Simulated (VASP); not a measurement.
Here is a VASP 6.6.1 calculation.

INCAR

```
SYSTEM = Ga
PREC = Accurate
ENCUT = 520
EDIFF = 1E-6
ISMEAR = -1
SIGMA = 0.08
LREAL = .FALSE.
LASPH = .TRUE.
NELM = 80
ALGO = Normal
ISIF = 2
LWAVE = .FALSE.
LCHARG = .FALSE.
GGA = PE
NBANDS = 12
```

Contents of KPOINTS:

```
Automatic mesh
0
G
  15 15 14
  0 0 0
```

POSCAR

```
Ga
1.0
    2.8614903107      0.0000000000      0.0000000000
   -1.4307451553      2.4781233017      0.0000000000
    0.0000000000      0.0000000000      2.6980069863
Ga
1
Direct
    0.0000000000      0.0000000000      0.0000000000
```

Potentials or basis: VASP PAW PBE potentials, release 64 (Ga_d).

The run is started by

```console
$ cat potpaw_PBE.64/Ga_d/POTCAR > POTCAR
$ mpirun -np 1 vasp_std > vasp.out
```

Task: Estimate the pressure.

Result: 0.8 GPa.

Task: Estimate the band gap on the k mesh.

Result: Zero (an odd number of electrons rules out a gap without spin polarisation).
